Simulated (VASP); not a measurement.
Set up this calculation in VASP 6.6.1, as the native input.

```
Task                   : single point
Functional             : PBEsol
Potentials or basis    : VASP PAW PBE potentials, release 64 (Ti_sv)
Cutoff                 : 520 eV
k mesh                 : 20 × 20 × 20
Occupations            : gaussian, width 0.15 eV
Spin                   : no spin polarisation
Dipole correction      : no
Further INCAR settings : ALGO = Normal; EDIFF = 1e-06; NBANDS = 12
```

The structure of Ti lies in POSCAR:

```
Ti
1.0
    0.0000000000      2.0807500000      1.9285000000
    2.0807500000      0.0000000000      1.9285000000
    2.0807500000      2.0807500000      0.0000000000
Ti
1
Direct
    0.0000000000      0.0000000000      0.0000000000
```

This cell differs from its parent crystal: strain +0.025 along x and y, -0.050 along z.

These files were run (other wordings do the same):

INCAR

```
PREC     = Accurate       # precision mode
ENCUT    = 520            # plane-wave cutoff, eV
EDIFF    = 1E-6           # SCF threshold, eV
ISMEAR   = 0              # smearing method
SIGMA    = 0.15           # smearing width, eV
LREAL    = F              # projectors in reciprocal space
LASPH    = T              # aspherical terms in the spheres
NELM     = 80             # most SCF steps
ALGO     = Normal         # electronic algorithm
ISIF     = 2              # what is computed and relaxed
LWAVE    = F              # write WAVECAR
LCHARG   = F              # write CHGCAR
GGA      = PS             # functional
NBANDS   = 12             # bands
```

KPOINTS

```
Automatic mesh
0
Gamma
  20 20 20
```

Potentials or basis: VASP PAW PBE potentials, release 64 (Ti_sv).

The run is started by

```bash
$ cat potpaw_PBE.64/Ti_sv/POTCAR > POTCAR
$ mpirun -np 1 vasp_std > vasp.out
```

It gave:

```json
{"Pressure": "-0.4 GPa", "Band gap on the k mesh": "zero (bands 6 and 7 overlap by 1.42 eV)"}
```

Caveat: the cell differs from its parent crystal (strain +0.025 along x and y, -0.050 along z); the PAW data sets were made with another functional, which shifts forces and pressure a little.

It took 38 s on 1 thread of Intel(R) Xeon(R) 6975P-C (Granite Rapids) (shared host), peak memory 0.24 GiB.
